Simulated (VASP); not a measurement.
**Ta: single point with PBE**

The system is Ta.

```
Ta
1.0
    -1.54207    1.54207    1.84494
     1.54207   -1.54207    1.84494
     1.54207    1.54207   -1.84494
Ta
1
Cartesian
  0.0000 0.0000 0.0000
```

```yaml
Program: VASP 6.6.1
Task: single point
Functional: PBE
Potentials_or_basis: VASP PAW PBE potentials, release 64 (Ta_pv)
Cutoff: 520 eV
k_mesh: 20 × 20 × 20
Occupations: gaussian, width 0.15 eV
Spin: no spin polarisation
Dipole_correction: no
Further_INCAR_settings: ALGO = Normal; EDIFF = 1e-06; NBANDS = 12
```

The pressure is 11.5 GPa. The band gap on the k mesh is zero (an odd number of electrons rules out a gap without spin polarisation).

Stress tensor (GPa, compression positive):
```
17.13  0.00  0.00
 0.00 17.13  0.00
 0.00  0.00  0.32
```

Levels at points of the mesh, in eV from the Fermi level:
```
           k point  band 1  band 2  band 3  band 4  band 5  band 6  band 7  band 8  band 9  band 10
(0.00, 0.00, 0.00)  -33.15  -33.13  -33.13   -8.19    0.21    0.21    2.23    2.25    4.82    13.34
(0.50, 0.00, 0.00)  -34.43  -33.44  -33.18   -4.68   -0.81    1.22    1.91    5.57    7.32    11.49
(0.50, 0.50, 0.00)  -34.35  -33.64  -33.32   -4.63   -3.02    2.51    5.74    6.05    8.01    11.64
(0.50, 0.50, 0.50)  -34.28  -33.82  -33.82   -4.40   -3.80    5.83    6.51    7.16    7.16    10.32
```

Run time: 87 s on 1 thread of Intel Xeon 8259CL (shared host), peak memory 0.25 GiB.

Caveat: the cell stands under pressure; spin-orbit coupling is left out, which moves the levels of the heavy elements.
